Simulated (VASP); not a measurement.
# BaHfH6 (R-3m) in VASP: further runs

The runs below take BaHfH6 through single point, relaxation of cell and atoms, with PBE.

All numbers are computed with VASP 6.6.1; they aren't measurements. Logs are shortened: lines on timing, memory, paths and dates and some standing lists are left out, and cuts for length are marked.

## (1) The cell of the first run

The structure is trigonal, space group R-3m (No. 166). Conventional cell: a = 7.252 Å, b = 7.252 Å, c = 7.385 Å, α = 90.00°, β = 90.00°, γ = 120.00°. Ba (site symmetry -3m) has 12 H at 2.71 to 2.83 Å and 2 Hf at 3.69 Å within 3.7 Å. Within 2.6 Å of Hf (site symmetry -3m) lie 6 H at 1.96 Å. H (site symmetry m) has 1 Hf at 1.96 Å and 7 H at 2.56 to 2.96 Å and 2 Ba at 2.71 to 2.83 Å within 3.0 Å.

## (2) Single point, PBE

Contents of INCAR:

```
SYSTEM = BaHfH6
ALGO = Normal ; EDIFF = 1E-7
ENCUT = 520 ; GGA = PE
ISIF = 2 ; ISMEAR = 0
LASPH = .True. ; LCHARG = .True.
LELF = .True. ; LREAL = .False.
LVHAR = .True. ; LWAVE = .False.
NBANDS = 23 ; NELM = 80
PREC = Accurate ; SIGMA = 0.1
```

Contents of KPOINTS:

```
k-points
0
Gamma
  3 3 3
  0 0 0
```

Contents of POSCAR:

```
BaHfH6
1.0
    3.6258331670      2.0933757550      2.4617210953
   -3.6258331670      2.0933757550      2.4617210953
    0.0000000000     -4.1867515101      2.4617210953
Ba Hf H
1 1 6
Direct
    0.5000000000      0.5000000000      0.5000000000
    0.0000000000      0.0000000000      0.0000000000
    0.7086107086      0.0613786010      0.7086107086
    0.0613786010      0.7086107086      0.7086107086
    0.2913892914      0.2913892914      0.9386213990
    0.9386213990      0.2913892914      0.2913892914
    0.2913892914      0.9386213990      0.2913892914
    0.7086107086      0.7086107086      0.0613786010
```

Potentials or basis: VASP PAW PBE potentials, release 64 (Ba_sv, Hf_pv, H).

Launch:

```sh
cat potpaw_PBE.64/Ba_sv/POTCAR potpaw_PBE.64/Hf_pv/POTCAR potpaw_PBE.64/H/POTCAR > POTCAR
mpirun -np 1 vasp_std > vasp.out
```

OUTCAR:

```text
SYSTEM = BaHfH6
   EDIFF = 1E-7
   ENCUT = 520
   GGA = PE
   ISIF = 2
   ISMEAR = 0
   LASPH = .True.
   LREAL = .False.
   NELM = 80
   PREC = Accurate

 ion  position               nearest neighbor table
   1  0.500  0.500  0.500-   3 2.71   4 2.71   6 2.71   7 2.71   5 2.71   8 2.71   2 3.69   2 3.69

   2  0.000  0.000  0.000-   5 1.96   8 1.96   3 1.96   6 1.96   7 1.96   4 1.96   1 3.69   1 3.69

   3  0.709  0.061  0.709-   2 1.96   1 2.71
   4  0.061  0.709  0.709-   2 1.96   1 2.71
   5  0.291  0.291  0.939-   2 1.96   1 2.71
   6  0.939  0.291  0.291-   2 1.96   1 2.71
   7  0.291  0.939  0.291-   2 1.96   1 2.71
   8  0.709  0.709  0.061-   2 1.96   1 2.71

  LATTYP: Found a trigonal (rhomboedric) cell.
 ALAT       =     4.8568466063
 COS(alpha) =    -0.1146457271

  Lattice vectors:

 A1 = (   3.6258331670,   2.0933757550,   2.4617210953)
 A2 = (  -3.6258331670,   2.0933757550,   2.4617210953)
 A3 = (   0.0000000000,  -4.1867515101,   2.4617210953)

Analysis of symmetry for initial positions (statically):
=====================================================================
 Subroutine PRICEL returns:
 Original cell was already a primitive cell.

 Routine SETGRP: Setting up the symmetry group for a
 trigonal (rhombohedral) supercell.

 Subroutine GETGRP returns: Found 12 space group operations
 (whereof 12 operations were pure point group operations)
 out of a pool of 12 trial point group operations.

The static configuration has the point symmetry D_3d.

Analysis of symmetry for dynamics (positions and initial velocities):
=====================================================================
 Subroutine PRICEL returns:
 Original cell was already a primitive cell.

 Routine SETGRP: Setting up the symmetry group for a
 trigonal (rhombohedral) supercell.

 Subroutine GETGRP returns: Found 12 space group operations
 (whereof 12 operations were pure point group operations)
 out of a pool of 12 trial point group operations.

The dynamic configuration has the point symmetry D_3d.

 Subroutine INISYM returns: Found 12 space group operations
 (whereof 12 operations are pure point group operations),
 and found     1 'primitive' translations

----------------------------------------------------------------------------------------

                                     Primitive cell

  volume of cell :     112.1102

  direct lattice vectors                    reciprocal lattice vectors
     3.625833167  2.093375755  2.461721095     0.137899340  0.079616221  0.135406620
    -3.625833167  2.093375755  2.461721095    -0.137899340  0.079616221  0.135406620
     0.000000000 -4.186751510  2.461721095     0.000000000 -0.159232442  0.135406620

  length of vectors
     4.856846606  4.856846606  4.856846606     0.209021347  0.209021347  0.209021347

  position of ions in fractional coordinates (direct lattice)
     0.500000000  0.500000000  0.500000000
     0.000000000  0.000000000  0.000000000
     0.708610709  0.061378601  0.708610709
     0.061378601  0.708610709  0.708610709
     0.291389291  0.291389291  0.938621399
     0.938621399  0.291389291  0.291389291
     0.291389291  0.938621399  0.291389291
     0.708610709  0.708610709  0.061378601

  ion indices of the primitive-cell ions
   primitive index   ion index
                 1           1
                 2           2
                 3           3
                 4           4
                 5           5
                 6           6
                 7           7
                 8           8

----------------------------------------------------------------------------------------

 KPOINTS: k-points

Automatic generation of k-mesh.
 Grid dimensions read from file:
 generate k-points for:    3    3    3

 Generating k-lattice:

  Cartesian coordinates                     Fractional coordinates (reciprocal lattice)
     0.045966447  0.026538740  0.045135540     0.333333333 -0.000000000  0.000000000
    -0.045966447  0.026538740  0.045135540    -0.000000000  0.333333333  0.000000000
     0.000000000 -0.053077481  0.045135540     0.000000000  0.000000000  0.333333333

  Length of vectors
     0.069673782  0.069673782  0.069673782

  Shift w.r.t. Gamma in fractional coordinates (k-lattice)
     0.000000000  0.000000000  0.000000000

 Subroutine IBZKPT returns following result:
 ===========================================

 Found      6 irreducible k-points:

 Following reciprocal coordinates:
            Coordinates               Weight
  0.000000  0.000000  0.000000      1.000000
  0.333333 -0.000000  0.000000      6.000000
  0.333333  0.333333  0.000000      6.000000
 -0.333333  0.333333  0.000000      6.000000
  0.333333  0.333333  0.333333      2.000000
 -0.333333  0.333333  0.333333      6.000000
   k-points           NKPTS =      6   k-points in BZ     NKDIM =      6   number of bands    NBANDS=     23
   number of dos      NEDOS =    301   number of ions     NIONS =      8
   total plane-waves  NPLWV =  46656
   dimension x,y,z NGX =    36 NGY =   36 NGZ =   36
   dimension x,y,z NGXF=    72 NGYF=   72 NGZF=   72
   ions per type =               1   1   6
   NGX,Y,Z   is equivalent  to a cutoff of  12.32, 12.32, 12.32 a.u.
   NGXF,Y,Z  is equivalent  to a cutoff of  24.65, 24.65, 24.65 a.u.
 SYSTEM =  BaHfH6
   PREC   = accura    normal or accurate (medium, high low for compatibility)
   ISTART =      0    job   : 0-new  1-cont  2-samecut
   ICHARG =      2    charge: 1-file 2-atom 10-const
   ISPIN  =      1    spin polarized calculation?
   LNONCOLLINEAR =      F non collinear calculations
   LSORBIT =      F    spin-orbit coupling
   LASPH  =      T    aspherical Exc in radial PAW
   ENCUT  =  520.0 eV  38.22 Ry    6.18 a.u.   9.03  9.03  9.03*2*pi/ulx,y,z
   NELM   =     80;   NELMIN=  2; NELMDL= -5     # of ELM steps
   EDIFF  = 0.1E-06   stopping-criterion for ELM
   LREAL  =      F    real-space projection
   EDIFFG = 0.1E-05   stopping-criterion for IOM
   NSW    =      0    number of steps for IOM
   IBRION =     -1    ionic relax: 0-MD 1-quasi-New 2-CG
   NFREE  =      0    steps in history (QN), initial steepest desc. (CG)
   ISIF   =      2    stress and relaxation
   ISYM   =      2    0-nonsym 1-usesym 2-fastsym
   POTIM  = 0.5000    time-step for ionic-motion
   TEBEG  =    0.0;   TEEND  =   0.0 temperature during run
   PSTRESS=    0.0 pullay stress
   NELECT =      26.0000    total number of electrons
   NUPDOWN=      -1.0000    fix difference up-down
   EMIN   =  10.00;   EMAX   =-10.00  energy-range for DOS
   EFERMI =   0.00;   METHOD = LEGACY
   ISMEAR =     0;   SIGMA  =   0.10  broadening in eV -4-tet -1-fermi 0-gaus
   EFERMI_NEDOS =   21; number of points for ismear=-14 and -15
   IALGO  =     38    algorithm
   IMIX   =      4    mixing-type and parameters
     AMIX     =   0.40;   BMIX     =  1.00
     AMIX_MAG =   1.60;   BMIX_MAG =  1.00
  volume/ion in A,a.u.               =      14.01        94.57
  Fermi-wavevector in a.u.,A,eV,Ry     =   1.005814  1.900712 13.764488  1.011661
  Thomas-Fermi vector in A             =   2.138517
   LORBIT       =      0    0 simple, 1 ext, 2 COOP (PROOUT), +10 PAW based schemes
   GGA     = PE    functional components
   LHFCALC =     F    Hartree Fock is set to
   AEXX    =    0.0000 exact exchange contribution
   IVDW    =     0    specifies the selected vdW correction
   LEPSILON=     F    determine dielectric tensor
   LRPA    =     F    only Hartree local field effects (RPA)
 non-spin polarized calculation
 Gauss-broadening in eV      SIGMA  =   0.10
  energy-cutoff  :      520.00
  volume of cell :      112.11
 maximum number of plane-waves:      3051
   NGX = 19   NGY = 19   NGZ = 19

 number of electron      25.9999994 magnetization

 Free energy of the ion-electron system (eV)
  ---------------------------------------------------
  ext. energy  EPLUGINS =         0.00000000
  ---------------------------------------------------
  free energy    TOTEN  =       -32.99112386 eV

  energy without entropy =      -32.99112386  energy(sigma->0) =      -32.99112386

 E-fermi :   0.2133     XC(G=0):  -8.4207

 val. band max:       -0.3182562083   @ k =  -0.3333   0.3333   0.0000
 cond. band min:       1.1560902852   @ k =  -0.3333   0.3333   0.0000
 fundamental gap:      1.4743464935
 Fermi energy:         0.2132904241

 k-point     1 :       0.0000    0.0000    0.0000
  band No.  band energies     occupation
      1     -31.0538      2.00000
      2     -31.0538      2.00000
      3     -30.8558      2.00000
      4     -26.3197      2.00000
      5     -11.5929      2.00000
      6     -11.4666      2.00000
[... 15 lines left out ...]
     22       7.9910      0.00000
     23       8.3476      0.00000

 k-point     2 :       0.3333   -0.0000    0.0000
  band No.  band energies     occupation
      1     -31.0550      2.00000
      2     -31.0536      2.00000
      3     -30.8564      2.00000
      4     -26.3142      2.00000
      5     -11.7035      2.00000
      6     -11.5198      2.00000
[... 15 lines left out ...]
     22       7.8889      0.00000
     23       8.2234      0.00000

 k-point     3 :       0.3333    0.3333    0.0000
  band No.  band energies     occupation
      1     -31.0555      2.00000
      2     -31.0542      2.00000
      3     -30.8568      2.00000
      4     -26.3097      2.00000
      5     -11.6978      2.00000
      6     -11.6146      2.00000
[... 15 lines left out ...]
     22       7.1406      0.00000
     23       7.1482      0.00000

 k-point     4 :      -0.3333    0.3333    0.0000
  band No.  band energies     occupation
      1     -31.0556      2.00000
      2     -31.0541      2.00000
      3     -30.8566      2.00000
      4     -26.3106      2.00000
      5     -11.6644      2.00000
      6     -11.6229      2.00000
[... 15 lines left out ...]
     22       7.7008      0.00000
     23       8.0542      0.00000

 k-point     5 :       0.3333    0.3333    0.3333
  band No.  band energies     occupation
      1     -31.0554      2.00000
      2     -31.0554      2.00000
      3     -30.8570      2.00000
      4     -26.3062      2.00000
      5     -11.6592      2.00000
      6     -11.6045      2.00000
[... 15 lines left out ...]
     22       7.5887      0.00000
     23       7.7498      0.00000

 k-point     6 :      -0.3333    0.3333    0.3333
  band No.  band energies     occupation
      1     -31.0554      2.00000
      2     -31.0553      2.00000
      3     -30.8571      2.00000
      4     -26.3057      2.00000
      5     -11.6742      2.00000
      6     -11.6071      2.00000
[... 15 lines left out ...]
     22       7.1244      0.00000
     23       7.2936      0.00000

------------------------ aborting loop because EDIFF is reached ----------------------------------------

  FORCE on cell =-STRESS in cart. coord.  units (eV):
  Direction    XX          YY          ZZ          XY          YZ          ZX
  --------------------------------------------------------------------------------------
  -------------------------------------------------------------------------------------
  Total        0.1784522      0.1784522      0.0973849      0.0000000     -0.0000000     -0.0000000
  in kB        2.5502773      2.5502773      1.3917367      0.0000000     -0.0000000     -0.0000000
  external PRESSURE =       2.1640971 kB  Pullay stress =       0.0000000 kB

 VOLUME and BASIS-vectors are now :
 -----------------------------------------------------------------------------
  energy-cutoff  :      520.00
  volume of cell :      112.11
      direct lattice vectors                 reciprocal lattice vectors
     3.625833167  2.093375755  2.461721095     0.137899340  0.079616221  0.135406620
    -3.625833167  2.093375755  2.461721095    -0.137899340  0.079616221  0.135406620
     0.000000000 -4.186751510  2.461721095     0.000000000 -0.159232442  0.135406620

 POSITION                                       TOTAL-FORCE (eV/Angst)
 -----------------------------------------------------------------------------------
      0.00000     -0.00000      3.69258         0.000000      0.000000      0.000000
      0.00000      0.00000      0.00000         0.000000      0.000000      0.000000
      2.34676     -1.35490      3.63990         0.023016     -0.013288      0.029559
     -2.34676     -1.35490      3.63990        -0.023016     -0.013288      0.029559
      0.00000     -2.70980      3.74526         0.000000     -0.026576     -0.029559
      2.34676      1.35490      3.74526         0.023016      0.013288     -0.029559
     -2.34676      1.35490      3.74526        -0.023016      0.013288     -0.029559
      0.00000      2.70980      3.63990         0.000000      0.026576      0.029559
 -----------------------------------------------------------------------------------
    total drift:                               -0.000000      0.000000      0.000000

  FREE ENERGIE OF THE ION-ELECTRON SYSTEM (eV)
  ---------------------------------------------------
  free  energy   TOTEN  =       -32.9911238646 eV

  energy  without entropy=      -32.9911238646  energy(sigma->0) =      -32.99112386
```

Run time: 13 s. Hardware: 1 thread of Intel Xeon 6975P-C (Granite Rapids), shared host; peak memory 0.21 GiB.

Results:

```yaml
Free_energy: -32.9911 eV
Pressure: 0.2 GPa
Largest_force: 0.040 eV/Å
Band_gap_on_the_k_mesh: 1.47 eV
```

Forces on the atoms (eV/Å):
```
Ba   0.000  0.000  0.000
Hf   0.000  0.000  0.000
H    0.023 -0.013  0.030
H   -0.023 -0.013  0.030
H    0.000 -0.027 -0.030
H    0.023  0.013 -0.030
H   -0.023  0.013 -0.030
H    0.000  0.027  0.030
```

Levels at points of the mesh, in eV from the valence-band top:
```
           k point  band 10  band 11  band 12  band 13  band 14  band 15  band 16  band 17
(0.00, 0.00, 0.00)    -2.46    -0.26    -0.26    -0.23     1.61     1.61     1.81     4.34
```

Caveat: the k points lie up to 0.44 Å⁻¹ apart; spin-orbit coupling is left out, which moves the levels of the heavy elements. A k mesh can miss the band edges.

(Part 1 of 3 ends here.)
